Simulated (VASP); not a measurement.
KBr:

```
Br K
1.0
     0.00000    3.30000    3.30000
     3.30000    0.00000    3.30000
     3.30000    3.30000    0.00000
Br K
1 1
Cartesian
  3.3000 3.3000 3.3000
  0.0000 0.0000 0.0000
```

```yaml
Program: VASP 6.6.1
Task: relaxation of cell and atoms
Functional: PBE
Potentials_or_basis: VASP PAW PBE potentials, release 64 (Br, K_sv)
Cutoff: 600 eV
k_mesh: 7 × 7 × 7
Occupations: fermi-dirac, width 0.05 eV
Spin: no spin polarisation
```

At the start: pressure 0.8 GPa; volume 35.94 Å³/atom.

**Question.** Where does the relaxation end?

**Answer.** Over 4 steps the energy falls by 4.2 meV/atom and the volume is 37.79 Å³/atom (+5.2 %); space group Fm-3m (No. 225, to 0.05 Å).

Step by step:
| step | energy change (eV) | largest force (eV/Å) | pressure (GPa) | volume (Å³) |
| --- | --- | --- | --- | --- |
| 1 | 0.0000 | 0.0000 | 0.76 | 71.87 |
| 2 | -0.0063 | 0.0000 | 0.37 | 73.67 |
| 3 | -0.0084 | 0.0000 | -0.03 | 75.75 |
| 4 | -0.0084 | 0.0000 | 0.00 | 75.58 |

Final structure:
```
Br K
1.0
     0.00000    3.35582    3.35582
     3.35582    0.00000    3.35582
     3.35582    3.35582    0.00000
Br K
1 1
Direct
  0.50000 0.50000 0.50000
  0.00000 0.00000 0.00000
```
